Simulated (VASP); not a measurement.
# Si8S in VASP: notebook

Si8S is run at these levels: PBE+D3(BJ); tasks: single point.

Everything below comes from runs of VASP 6.6.1. Logs are shortened: lines on timing, memory, paths and dates and some standing lists are left out, and cuts for length are marked.

### 1 The cell of the first run

The cell holds a slab with vacuum, 9 atoms: a = 3.816 Å, b = 6.313 Å, c = 21.232 Å, α = 90.00°, β = 90.00°, γ = 90.00°.

### 2 Single point, PBE+D3(BJ), collinear spin, ferromagnetic start

INCAR reads:

```
SYSTEM = Si8S
  PREC = Accurate
  ENCUT = 520
  EDIFF = 1E-6
  ISMEAR = 0
  SIGMA = 0.05
  LREAL = .False.
  LASPH = .True.
  NELM = 150
  ALGO = Normal
  ISIF = 2
  LWAVE = .False.
  LCHARG = .False.
  ISPIN = 2
  MAGMOM = 0 0 0 0 0 0 0 0 2
  LORBIT = 11
  LDIPOL = .True.
  IDIPOL = 3
  DIPOL = 0.5 0.5 0.313
  GGA = PE
  IVDW = 12
  NBANDS = 33
```

KPOINTS reads:

```
Automatic mesh
0
Gamma
  7 4 1
  0 0 0
```

POSCAR reads:

```
Si8S
1.0
    3.8155170197      0.0000000000      0.0000000000
    0.0000000000      6.3129357895      0.0000000000
    0.0000000000      0.0000000000     21.2318711397
Si S
8 1
Direct
    0.0000000000      0.9369021388      0.1883960191
    0.0000000000      0.5630978612      0.1883960191
    0.5000000000      0.4369021388      0.2402729771
    0.5000000000      0.0630978612      0.2402729771
    0.5000000000      0.9332664454      0.3446595292
    0.5000000000      0.5667335546      0.3446595292
    0.0000000000      0.4266292815      0.3877129380
    0.0000000000      0.0733707185      0.3877129380
    0.5000000000      0.9266292815      0.4913307485
```

Potentials or basis: VASP PAW PBE potentials, release 64 (Si, S).

On the command line:

```sh
cat potpaw_PBE.64/Si/POTCAR potpaw_PBE.64/S/POTCAR > POTCAR
mpirun -np 1 vasp_std > vasp.out
```

OUTCAR:

```text
SYSTEM = Si8S
   PREC = Accurate
   ENCUT = 520
   EDIFF = 1E-6
   ISMEAR = 0
   LREAL = .False.
   LASPH = .True.
   NELM = 150
   ISIF = 2
   ISPIN = 2
   LORBIT = 11
   GGA = PE
   IVDW = 12
 IVDW          = 12

 ion  position               nearest neighbor table
   1  0.000  0.937  0.188-   4 2.34   4 2.34   2 2.36
   2  0.000  0.563  0.188-   3 2.34   3 2.34   1 2.36
   3  0.500  0.437  0.240-   2 2.34   2 2.34   4 2.36   6 2.36
   4  0.500  0.063  0.240-   1 2.34   1 2.34   3 2.36   5 2.36
   5  0.500  0.933  0.345-   8 2.29   8 2.29   6 2.31   4 2.36
   6  0.500  0.567  0.345-   7 2.29   7 2.29   5 2.31   3 2.36
   7  0.000  0.427  0.388-   8 2.23   6 2.29   6 2.29
   8  0.000  0.073  0.388-   7 2.23   5 2.29   5 2.29
   9  0.500  0.927  0.491-

  LATTYP: Found a simple orthorhombic cell.
 ALAT       =     3.8155170197
 B/A-ratio  =     1.6545426889
 C/A-ratio  =     5.5646118285

  Lattice vectors:

 A1 = (   3.8155170197,   0.0000000000,   0.0000000000)
 A2 = (   0.0000000000,   6.3129357895,   0.0000000000)
 A3 = (   0.0000000000,   0.0000000000,  21.2318711397)

Analysis of symmetry for initial positions (statically):
=====================================================================
 Subroutine PRICEL returns:
 Original cell was already a primitive cell.

 Routine SETGRP: Setting up the symmetry group for a
 simple orthorhombic supercell.

 Subroutine GETGRP returns: Found  2 space group operations
 (whereof  2 operations were pure point group operations)
 out of a pool of  8 trial point group operations.

The static configuration has the point symmetry C_1h.

Analysis of symmetry for dynamics (positions and initial velocities):
=====================================================================
 Subroutine PRICEL returns:
 Original cell was already a primitive cell.

 Routine SETGRP: Setting up the symmetry group for a
 simple orthorhombic supercell.

 Subroutine GETGRP returns: Found  2 space group operations
 (whereof  2 operations were pure point group operations)
 out of a pool of  8 trial point group operations.

The dynamic configuration has the point symmetry C_1h.

Analysis of structural, dynamic, and magnetic symmetry:
=====================================================================
 Subroutine PRICEL returns:
 Original cell was already a primitive cell.

 Routine SETGRP: Setting up the symmetry group for a
 simple orthorhombic supercell.

 Subroutine GETGRP returns: Found  2 space group operations
 (whereof  2 operations were pure point group operations)
 out of a pool of  8 trial point group operations.

The overall configuration has the point symmetry C_1h.

 Subroutine INISYM returns: Found  2 space group operations
 (whereof  2 operations are pure point group operations),
 and found     1 'primitive' translations

----------------------------------------------------------------------------------------

                                     Primitive cell

  volume of cell :     511.4145

  direct lattice vectors                    reciprocal lattice vectors
     3.815517020  0.000000000  0.000000000     0.262087679  0.000000000  0.000000000
     0.000000000  6.312935790  0.000000000     0.000000000  0.158404906  0.000000000
     0.000000000  0.000000000 21.231871140     0.000000000  0.000000000  0.047099005

  length of vectors
     3.815517020  6.312935790 21.231871140     0.262087679  0.158404906  0.047099005

  position of ions in fractional coordinates (direct lattice)
     0.000000000  0.936902139  0.188396019
     0.000000000  0.563097861  0.188396019
     0.500000000  0.436902139  0.240272977
     0.500000000  0.063097861  0.240272977
     0.500000000  0.933266445  0.344659529
     0.500000000  0.566733555  0.344659529
     0.000000000  0.426629281  0.387712938
     0.000000000  0.073370719  0.387712938
     0.500000000  0.926629281  0.491330748

  ion indices of the primitive-cell ions
   primitive index   ion index
                 1           1
                 2           2
                 3           3
                 4           4
                 5           5
                 6           6
                 7           7
                 8           8
                 9           9

----------------------------------------------------------------------------------------

 KPOINTS: Automatic mesh

Automatic generation of k-mesh.
 Grid dimensions read from file:
 generate k-points for:    7    4    1

 Generating k-lattice:

  Cartesian coordinates                     Fractional coordinates (reciprocal lattice)
     0.037441097  0.000000000  0.000000000     0.142857143  0.000000000  0.000000000
     0.000000000  0.039601226  0.000000000     0.000000000  0.250000000  0.000000000
     0.000000000  0.000000000  0.047099005     0.000000000  0.000000000  1.000000000

  Length of vectors
     0.037441097  0.039601226  0.047099005

  Shift w.r.t. Gamma in fractional coordinates (k-lattice)
     0.000000000  0.000000000  0.000000000

 Subroutine IBZKPT returns following result:
 ===========================================

 Found     12 irreducible k-points:

 Following reciprocal coordinates:
            Coordinates               Weight
  0.000000  0.000000  0.000000      1.000000
  0.142857  0.000000  0.000000      2.000000
  0.285714  0.000000  0.000000      2.000000
  0.428571  0.000000  0.000000      2.000000
  0.000000  0.250000  0.000000      2.000000
  0.142857  0.250000  0.000000      4.000000
  0.285714  0.250000  0.000000      4.000000
  0.428571  0.250000  0.000000      4.000000
  0.000000  0.500000  0.000000      1.000000
  0.142857  0.500000  0.000000      2.000000
  0.285714  0.500000  0.000000      2.000000
  0.428571  0.500000  0.000000      2.000000
   k-points           NKPTS =     12   k-points in BZ     NKDIM =     12   number of bands    NBANDS=     33
   number of dos      NEDOS =    301   number of ions     NIONS =      9
   total plane-waves  NPLWV = 215040
   dimension x,y,z NGX =    28 NGY =   48 NGZ =  160
   dimension x,y,z NGXF=    56 NGYF=   96 NGZF=  320
   ions per type =               8   1
   NGX,Y,Z   is equivalent  to a cutoff of  12.20, 12.64, 12.53 a.u.
   NGXF,Y,Z  is equivalent  to a cutoff of  24.40, 25.28, 25.06 a.u.
 SYSTEM =  Si8S
   PREC   = accura    normal or accurate (medium, high low for compatibility)
   ISTART =      0    job   : 0-new  1-cont  2-samecut
   ICHARG =      2    charge: 1-file 2-atom 10-const
   ISPIN  =      2    spin polarized calculation?
   LNONCOLLINEAR =      F non collinear calculations
   LSORBIT =      F    spin-orbit coupling
   LASPH  =      T    aspherical Exc in radial PAW
   ENCUT  =  520.0 eV  38.22 Ry    6.18 a.u.   7.09 11.74 39.48*2*pi/ulx,y,z
   NELM   =    150;   NELMIN=  2; NELMDL= -5     # of ELM steps
   EDIFF  = 0.1E-05   stopping-criterion for ELM
   LREAL  =      F    real-space projection
   EDIFFG = 0.1E-04   stopping-criterion for IOM
   NSW    =      0    number of steps for IOM
   IBRION =     -1    ionic relax: 0-MD 1-quasi-New 2-CG
   NFREE  =      0    steps in history (QN), initial steepest desc. (CG)
   ISIF   =      2    stress and relaxation
   ISYM   =      2    0-nonsym 1-usesym 2-fastsym
   POTIM  = 0.5000    time-step for ionic-motion
   TEBEG  =    0.0;   TEEND  =   0.0 temperature during run
   PSTRESS=    0.0 pullay stress
   NELECT =      38.0000    total number of electrons
   NUPDOWN=      -1.0000    fix difference up-down
   EMIN   =  10.00;   EMAX   =-10.00  energy-range for DOS
   EFERMI =   0.00;   METHOD = LEGACY
   ISMEAR =     0;   SIGMA  =   0.05  broadening in eV -4-tet -1-fermi 0-gaus
   EFERMI_NEDOS =   21; number of points for ismear=-14 and -15
   IALGO  =     38    algorithm
   IMIX   =      4    mixing-type and parameters
     AMIX     =   0.40;   BMIX     =  1.00
     AMIX_MAG =   1.60;   BMIX_MAG =  1.00
  volume/ion in A,a.u.               =      56.82       383.47
  Fermi-wavevector in a.u.,A,eV,Ry     =   0.688248  1.300600  6.444882  0.473685
  Thomas-Fermi vector in A             =   1.768994
   LORBIT       =     11    0 simple, 1 ext, 2 COOP (PROOUT), +10 PAW based schemes
   GGA     = PE    functional components
   LHFCALC =     F    Hartree Fock is set to
   AEXX    =    0.0000 exact exchange contribution
   IVDW    =    12    specifies the selected vdW correction
   LEPSILON=     F    determine dielectric tensor
   LRPA    =     F    only Hartree local field effects (RPA)
 spin polarized calculation
 Gauss-broadening in eV      SIGMA  =   0.05
  energy-cutoff  :      520.00
  volume of cell :      511.41
 maximum number of plane-waves:     13806
   NGX = 15   NGY = 23   NGZ = 79

 number of electron      38.0000001 magnetization       1.0982319

 dipolmoment           0.000000      0.000000      0.200607 electrons x Angstroem

 Free energy of the ion-electron system (eV)
  ---------------------------------------------------
  ext. energy  EPLUGINS =         0.00000000
  ---------------------------------------------------
  free energy    TOTEN  =       -41.99857526 eV

  energy without entropy =      -41.98974575  energy(sigma->0) =      -41.99416051

 E-fermi :  -1.5823     XC(G=0):  -4.1004

 val. band max:       -1.5833379573   @ k =   0.2857   0.0000   0.0000
 cond. band min:      -1.5700706113   @ k =   0.2857   0.2500   0.0000
 fundamental gap:      0.0132673460
 Fermi energy:        -1.5823471651

 spin component 1

 k-point     1 :       0.0000    0.0000    0.0000
  band No.  band energies     occupation
      1     -13.5129      1.00000
      2     -12.8453      1.00000
      3     -11.8694      1.00000
      4     -10.8891      1.00000
      5      -9.4976      1.00000
      6      -8.9087      1.00000
[... 397 lines left out ...]
     30       3.4116      0.00000
     31       3.5223      0.00000
 Fermi energy:        -1.5823471651

 spin component 2

 k-point     1 :       0.0000    0.0000    0.0000
  band No.  band energies     occupation
      1     -13.3574      1.00000
      2     -12.3502      1.00000
      3     -11.7015      1.00000
      4     -10.8293      1.00000
      5      -9.4588      1.00000
      6      -8.8664      1.00000
[... 397 lines left out ...]
     30       3.4579      0.00000
     31       3.5543      0.00000
 [bands above 31 left out]

------------------------ aborting loop because EDIFF is reached ----------------------------------------

 vacuum level on the upper side and lower side of the slab       (xc-potential included)         0.736        -0.734

 Edisp (eV)   -2.32181

 E8    (eV) :    -0.9953

  FORCE on cell =-STRESS in cart. coord.  units (eV):
  Direction    XX          YY          ZZ          XY          YZ          ZX
  --------------------------------------------------------------------------------------
  -------------------------------------------------------------------------------------
  Total      -0.25018    -0.48008    -4.48559     0.00000     1.52386     0.00000
  in kB      -0.78377    -1.50402   -14.05260     0.00000     4.77399     0.00000
  external pressure =       -5.45 kB  Pullay stress =        0.00 kB

 VOLUME and BASIS-vectors are now :
 -----------------------------------------------------------------------------
  energy-cutoff  :      520.00
  volume of cell :      511.41
      direct lattice vectors                 reciprocal lattice vectors
     3.815517020  0.000000000  0.000000000     0.262087679  0.000000000  0.000000000
     0.000000000  6.312935790  0.000000000     0.000000000  0.158404906  0.000000000
     0.000000000  0.000000000 21.231871140     0.000000000  0.000000000  0.047099005

 POSITION                                       TOTAL-FORCE (eV/Angst)
 -----------------------------------------------------------------------------------
      0.00000      5.91460      4.00000         0.000000     -0.645365      0.645765
      0.00000      3.55480      4.00000         0.000000      0.616308      0.461745
      1.90776      2.75814      5.10144         0.000000     -0.097020     -0.590816
      1.90776      0.39833      5.10144         0.000000      0.074355     -0.718219
      1.90776      5.89165      7.31777         0.000000     -0.323270     -0.044682
      1.90776      3.57775      7.31777         0.000000      0.033813      0.095766
      0.00000      2.69328      8.23187         0.000000      0.723238      0.195973
      0.00000      0.46318      8.23187         0.000000     -0.866395      1.690391
      1.90776      5.84975     10.43187         0.000000      0.484337     -1.735924
 -----------------------------------------------------------------------------------
    total drift:                               -0.000000      0.000030     -0.000270

  FREE ENERGIE OF THE ION-ELECTRON SYSTEM (eV)
  ---------------------------------------------------
  free  energy   TOTEN  =       -44.3203818091 eV

  energy  without entropy=      -44.3115522997  energy(sigma->0) =      -44.31596705

 vacuum level on the upper side and lower side of the slab         4.644         3.137

 total charge

# of ion       s       p       d       tot
------------------------------------------
    1        0.795   0.846   0.000   1.641
    2        0.793   0.849   0.000   1.642
    3        0.764   0.905   0.000   1.668
    4        0.764   0.913   0.000   1.676
    5        0.766   0.926   0.000   1.692
    6        0.761   0.939   0.000   1.700
    7        0.796   0.890   0.000   1.685
    8        0.772   0.864   0.000   1.636
    9        1.390   2.127   0.000   3.517
--------------------------------------------------
tot          7.600   9.259   0.000  16.858

 magnetization (x)

# of ion       s       p       d       tot
------------------------------------------
    1       -0.005  -0.018   0.000  -0.022
    2        0.003   0.031   0.000   0.034
    3        0.002   0.001   0.000   0.003
    4        0.001   0.012   0.000   0.013
    5        0.004   0.011   0.000   0.014
    6        0.000   0.002   0.000   0.002
    7        0.009   0.061   0.000   0.070
    8       -0.001  -0.013   0.000  -0.014
    9        0.012   0.484   0.000   0.495
--------------------------------------------------
tot          0.025   0.570   0.000   0.596
```

It took 6.6 min on 1 thread of Intel Xeon 6975P-C (Granite Rapids), shared host; peak memory 0.82 GiB.

Results:

```yaml
Free_energy: -44.3204 eV
Largest_force: 1.899 eV/Å
Net_moment: 1.10 μB per cell
Site_moments: Si -0.02, +0.03, +0.00, +0.01, +0.07, -0.01; S +0.49 μB
Valence_electrons_inside_the_program's_atomic_spheres: Si 1.64, 1.67, 1.68, 1.69, 1.70; S 3.52
Dispersion_energy_per_atom: -0.258 eV
```

Forces in eV/Å, atoms in the order of the input:
```
Si   0.000 -0.645  0.646
Si   0.000  0.616  0.462
Si   0.000 -0.097 -0.591
Si   0.000  0.074 -0.718
Si   0.000 -0.323 -0.045
Si   0.000  0.034  0.096
Si   0.000  0.723  0.196
Si   0.000 -0.866  1.690
S    0.000  0.484 -1.736
```

(Part 1 of 2 ends here.)
